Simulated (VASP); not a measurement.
Set up this calculation in VASP 6.6.1, as the native input.

```
Task                   : single point
Functional             : r2SCAN
Potentials or basis    : VASP PAW PBE potentials, release 64 (Si, O)
Cutoff                 : 520 eV
k mesh                 : 6 × 6 × 6
Occupations            : gaussian, width 0.05 eV
Spin                   : no spin polarisation
Dipole correction      : no
Further INCAR settings : ALGO = Normal; EDIFF = 1e-07; NBANDS = 25
```

SiO2:

```xyz
6
Lattice="-2.3496 2.3496 3.5649 2.3496 -2.3496 3.5649 2.3496 2.3496 -3.5649" Properties=species:S:1:pos:R:3 pbc="T T T"
Si    0.0000    0.0000    0.0000
Si    0.0000    2.3496    1.7825
O     1.1748    2.8109    2.6737
O     0.4613    1.1748    0.8912
O    -1.1748    1.8883    2.6737
O    -0.4613    3.5244    0.8912
```

This cell differs from its parent crystal: strain -0.050 along x and y, -0.025 along z.

These files were run (other wordings do the same):

POSCAR

```
SiO2
1.0
   -2.3495824127      2.3495824127      3.5649482803
    2.3495824127     -2.3495824127      3.5649482803
    2.3495824127      2.3495824127     -3.5649482803
Si O
2 4
Direct
    0.0000000000      0.0000000000      0.0000000000
    0.7500000000      0.2500000000      0.5000000000
    0.9731664718      0.6250000000      0.8481664718
    0.3750000000      0.2231664718      0.3481664718
    0.7768335282      0.1250000000      0.1518335282
    0.8750000000      0.0268335282      0.6518335282
```

INCAR.step1

```
  PREC = Accurate
  ENCUT = 520
  ISMEAR = 0
  SIGMA = 0.05
  LREAL = F
  LASPH = T
  NELM = 60
  NBANDS = 25
  GGA = PE
  ALGO = Normal
  EDIFF = 1E-4
  LWAVE = T
  LCHARG = F
```

INCAR.step2

```
  PREC = Accurate
  ENCUT = 520
  EDIFF = 1E-7
  ISMEAR = 0
  SIGMA = 0.05
  LREAL = F
  LASPH = T
  NELM = 60
  ALGO = Normal
  ISIF = 2
  LWAVE = F
  LCHARG = F
  METAGGA = R2SCAN
  LMIXTAU = T
  NBANDS = 25
  ISTART = 1
```

KPOINTS

```
regular mesh
0
Gamma
  6 6 6
```

Potentials or basis: VASP PAW PBE potentials, release 64 (Si, O).

Run with:

```console
$ cat potpaw_PBE.64/Si/POTCAR potpaw_PBE.64/O/POTCAR > POTCAR
$ cp INCAR.step1 INCAR
$ mpirun -np 1 vasp_std > vasp.out
$ cp INCAR.step2 INCAR
$ mpirun -np 1 vasp_std > vasp.out
```

Results of the run:

| Property | Result |
| --- | --- |
| Pressure | 28.1 GPa |
| Largest force | 1.787 eV/Å |
| Band gap on the k mesh | 7.08 eV, direct |

Caveat: the cell differs from its parent crystal (strain -0.050 along x and y, -0.025 along z); the PAW data sets were made with another functional, which shifts forces and pressure a little.

It took 2.8 min on 1 thread of Intel(R) Xeon(R) Platinum 8259CL CPU @ 2.50GHz (Skylake/Cascade Lake) (shared host), peak memory 0.22 GiB.
